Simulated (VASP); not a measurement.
Here is a VASP 6.6.1 calculation.

The input INCAR:

```
PREC     = Accurate       # precision mode
ENCUT    = 520            # plane-wave cutoff, eV
EDIFF    = 1E-7           # SCF threshold, eV
ISMEAR   = -1             # smearing method
SIGMA    = 0.05           # smearing width, eV
LREAL    = False          # projectors in reciprocal space
LASPH    = True           # aspherical terms in the spheres
NELM     = 100            # most SCF steps
ALGO     = Normal         # electronic algorithm
ISIF     = 2              # what is computed and relaxed
LWAVE    = False          # write WAVECAR
LCHARG   = False          # write CHGCAR
NBANDS   = 20             # bands
```

KPOINTS

```
Automatic mesh
0
Gamma
  10 10 8
```

File POSCAR:

```
Ga
1.0
    1.4304030031     -4.0100608329      0.0000000000
    1.4304030031      4.0100608329      0.0000000000
    0.0000000000      0.0000000000      3.1271569103
Ga
2
Direct
    0.1330000000      0.8670000000      0.7500000000
    0.8670000000      0.1330000000      0.2500000000
```

Potentials or basis: VASP PAW LDA potentials, release 64 (Ga_d).

Launch:

```console
$ cat potpaw_LDA.64/Ga_d/POTCAR > POTCAR
$ mpirun -np 1 vasp_std > vasp.out
```

(1) Predict the largest force.

(2) Estimate the pressure.

(3) Predict the band gap on the k mesh.

Results:

(1) 0.217 eV/Å.

(2) -1.8 GPa.

(3) zero (band 13 reaches 11.01 eV, above the bottom of band 14 at 1.39 eV).
